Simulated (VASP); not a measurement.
# TaN: single point with LDA

The system is TaN.

```xyz
2
Lattice="0.0000 2.2113 2.2113 2.2113 0.0000 2.2113 2.2113 2.2113 0.0000" Properties=species:S:1:pos:R:3 pbc="T T T"
Ta    2.2113    2.2113    2.2113
N     0.0000    0.0000    0.0000
```

```json
{
  "Program": "VASP 6.6.1",
  "Task": "single point",
  "Functional": "LDA",
  "Potentials or basis": "VASP PAW LDA potentials, release 64 (Ta_sv_GW, N)",
  "Cutoff": "700 eV",
  "k mesh": "7 × 7 × 7",
  "Occupations": "fermi-dirac, width 0.05 eV",
  "Spin": "non-collinear spin, zero start, spin-orbit coupling",
  "Starting moments": "[[0.0, 0.0, 0.0], [0.0, 0.0, 0.0]] μB",
  "Dipole correction": "no",
  "Further INCAR settings": "ALGO = Normal; EDIFF = 1e-06; NBANDS = 30"
}
```

```json
{
  "Pressure": "-16.0 GPa",
  "Net moment": "0.00 μB per cell",
  "Valence electrons inside the program's atomic spheres": "Ta 11.56; N 3.70"
}
```

Moments on the atoms (μB; x, y, z):
```
Ta  0.00 0.00 0.00
N   0.00 0.00 0.00
```

Wall time 21 s on 1 thread of AMD EPYC 9R45 96-Core Processor (Zen 5), with other jobs on the host, peak memory 0.2 GiB.

Caveat: the cell stands under tension.
